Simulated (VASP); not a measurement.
Wanted: the native input for a VASP 6.6.1 run.

```yaml
Task: single point
Functional: LDA
Potentials_or_basis: VASP PAW LDA potentials, release 64 (In_d, P)
Cutoff: 520 eV
k_mesh: 11 × 11 × 11
Occupations: fermi-dirac, width 0.05 eV
Spin: no spin polarisation
Dipole_correction: no
Further_INCAR_settings: ALGO = Normal; EDIFF = 1e-06; NBANDS = 16
```

The structure of InP lies in POSCAR:

```
InP
1.0
    0.0000000000      2.8550000000      2.7979000000
    2.8550000000      0.0000000000      2.7979000000
    2.8550000000      2.8550000000      0.0000000000
In P
1 1
Direct
    0.0000000000      0.0000000000      0.0000000000
    0.5000000000      0.5000000000      0.5000000000
```

This cell differs from its parent crystal: zz strain of -2 %.

The input as run:

INCAR

```
SYSTEM = InP
PREC     = Accurate       ! precision mode
ENCUT    = 520            ! plane-wave cutoff, eV
EDIFF    = 1E-6           ! SCF threshold, eV
ISMEAR   = -1             ! smearing method
SIGMA    = 0.05           ! smearing width, eV
LREAL    = .False.        ! projectors in reciprocal space
LASPH    = .True.         ! aspherical terms in the spheres
NELM     = 80             ! most SCF steps
ALGO     = Normal         ! electronic algorithm
ISIF     = 2              ! what is computed and relaxed
LWAVE    = .False.        ! write WAVECAR
LCHARG   = .True.         ! write CHGCAR
GGA      = CA             ! functional
LELF     = .True.         ! ELF
LVHAR    = .True.       
NBANDS   = 16             ! bands
```

KPOINTS

```
regular mesh
0
Gamma
  11 11 11
  0 0 0
```

Potentials or basis: VASP PAW LDA potentials, release 64 (In_d, P).

Run with:

```sh
$ cat potpaw_LDA.64/In_d/POTCAR potpaw_LDA.64/P/POTCAR > POTCAR
$ mpirun -np 1 vasp_std > vasp.out
```

It gave:

| Quantity | Value |
| --- | --- |
| Pressure | -8.8 GPa |
| Band gap on the k mesh | zero (bands 9 and 10 overlap by 2.45 eV) |

Caveat: the cell differs from its parent crystal (zz strain of -2 %); the cell stands under tension; spin-orbit coupling is left out, which moves the levels of the heavy elements.

Run time: 100 s on 1 thread of Intel Xeon 8259CL (shared host), peak memory 0.21 GiB.
